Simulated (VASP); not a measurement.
Wanted: the native input for a VASP 6.6.1 run.

```
Task                   : single point
Functional             : BLYP
Potentials or basis    : VASP PAW PBE potentials, release 64 (Pd)
Cutoff                 : 520 eV
k mesh                 : 14 × 14 × 8
Occupations            : fermi-dirac, width 0.05 eV
Spin                   : collinear spin
Starting moments       : [0.322, 0.322] μB
Dipole correction      : no
Further INCAR settings : ALGO = Normal; EDIFF = 1e-07; NBANDS = 21
```

The structure of Pd lies in POSCAR:

```
Pd
1.0
    2.7040464447      0.0000000000      0.0000000000
   -1.3520232223      2.3417729141      0.0000000000
    0.0000000000      0.0000000000      4.5651863036
Pd
2
Direct
    0.3333333333      0.6666666667      0.2500000000
    0.6666666667      0.3333333333      0.7500000000
```

This isn't the form of Pd at room conditions, which is fcc.

One way to write it, as run:

INCAR

```
PREC     = Accurate       # precision mode
ENCUT    = 520            # plane-wave cutoff, eV
EDIFF    = 1E-7           # SCF threshold, eV
ISMEAR   = -1             # smearing method
SIGMA    = 0.05           # smearing width, eV
LREAL    = F              # projectors in reciprocal space
LASPH    = T              # aspherical terms in the spheres
NELM     = 150            # most SCF steps
ALGO     = Normal         # electronic algorithm
ISIF     = 2              # what is computed and relaxed
LWAVE    = F              # write WAVECAR
LCHARG   = F              # write CHGCAR
ISPIN    = 2              # spin polarisation
MAGMOM   = 0.322 0.322    # initial moments
LORBIT   = 11             # projections on sites
LMAXMIX  = 4              # l up to which the mixer works
GGA      = B5             # functional
ALDAX    = 1.0          
AGGAX    = 1.0          
AGGAC    = 1.0          
ALDAC    = 0.0          
NBANDS   = 21             # bands
```

KPOINTS

```
Automatic mesh
0
Gamma
  14 14 8
```

Potentials or basis: VASP PAW PBE potentials, release 64 (Pd).

The run is started by

```sh
$ cat potpaw_PBE.64/Pd/POTCAR > POTCAR
$ mpirun -np 1 vasp_std > vasp.out
```

Results of the run:

The pressure is 24.7 GPa. The net moment is 0.40 μB per cell. The site moments are Pd +0.20 μB and the valence electrons inside the program's atomic spheres are Pd 9.52.

Caveat: the cell stands under pressure; a moment this small can come from the mesh or the smearing; the PAW data sets were made with another functional, which shifts forces and pressure a little.

Run time: 2.6 min on 1 thread of Intel Xeon 8259CL, on a shared host, peak memory 0.22 GiB.
